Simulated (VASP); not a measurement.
Crystal: ScS4.

```
CELL_PARAMETERS angstrom
5.86039 0.00000 0.00000
0.00000 5.86039 0.00000
0.00000 0.00000 6.12579
ATOMIC_POSITIONS crystal
Sc 0.00000 0.00000 0.22450
Sc 0.00000 0.00000 0.72450
S 0.14400 0.32800 0.00000
S 0.67200 0.14400 0.00000
S 0.85600 0.67200 0.00000
S 0.32800 0.85600 0.00000
S 0.85600 0.32800 0.50000
S 0.32800 0.14400 0.50000
S 0.14400 0.67200 0.50000
S 0.67200 0.85600 0.50000
```

The cell was generated, and may not be a known phase.

| Quantity | Value |
| --- | --- |
| Program | VASP 6.6.1 |
| Task | relaxation of cell and atoms |
| Functional | PBE |
| Potentials or basis | VASP PAW PBE potentials, release 64 (Sc_sv, S) |
| Cutoff | 600 eV |
| k mesh | 3 × 3 × 3 |
| Occupations | gaussian, width 0.2 eV |
| Spin | no spin polarisation |

At the start: pressure -1.4 GPa; volume 21.04 Å³/atom.

How do energy, volume and symmetry change on relaxing?

Over 10 steps the energy falls by 415.4 meV/atom and the volume is 20.61 Å³/atom (-2.1 %); space group P4cc (No. 103, to 0.1 Å) before, P4/mcc (No. 124, to 0.1 Å).

The path:
```tsv
step	energy change (eV)	largest force (eV/Å)	pressure (GPa)	volume (Å³)
1	0.0000	1.5779	-1.40	210.38
2	-2.7404	1.4164	-0.75	203.94
3	-3.8342	0.6711	4.29	196.19
4	-3.8440	0.7271	3.67	196.84
5	-4.0733	0.1425	-1.45	211.47
6	-4.0842	0.2292	-0.68	208.73
7	-4.1298	0.0833	-0.14	207.02
8	-4.1408	0.1893	0.32	205.74
9	-4.1496	0.0930	-0.77	206.23
10	-4.1542	0.0101	-0.37	206.06
```

Final structure:
```
Sc S
1.0
     5.46558    0.00000    0.00000
     0.00000    5.46558    0.00000
     0.00000    0.00000    6.89782
Sc S
2 8
Cartesian
  0.0000 0.0000 1.6906
  0.0000 0.0000 5.1395
  0.7062 1.9720 6.8623
  3.4936 0.7062 6.8623
  4.7594 3.4936 6.8623
  1.9720 4.7594 6.8623
  4.7594 1.9720 3.4134
  1.9720 0.7062 3.4134
  0.7062 3.4936 3.4134
  3.4936 4.7594 3.4134
```
